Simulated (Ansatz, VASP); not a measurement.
# Fe: VASP beside Ansatz

```
Fe
1.0
     0.00000    2.37809    2.37809
     2.37809    0.00000    2.37809
     2.37809    2.37809    0.00000
Fe
2
Direct
  0.12500 0.12500 0.12500
  0.87500 0.87500 0.87500
```

Alike in both runs: functional LDA; k mesh 11 × 11 × 11; occupations fermi-dirac, width 0.1 eV; no spin polarisation.

Ansatz relaxed the structure, and its values are those at the end. VASP's run is a single point on that final structure, the one shown.

```csv
,VASP,Ansatz
version,VASP 6.6.1,Ansatz 0.2.0
potentials or method,"VASP PAW LDA potentials, release 64 (Fe_sv), cutoff 600 eV","plane waves (420 eV) with PAW, scalar-relativistic"
valence electrons in the cell,32,32
```

Ansatz gave:

* pressure (GPa): 0.0

Q: Estimate VASP's values.

A: Pressure (GPa): -2.6.

Ansatz warns that its potentials were made for another functional, while VASP's fit it. LDA's correlation is that of Perdew and Zunger in VASP and of Perdew and Wang (1992) in Ansatz.
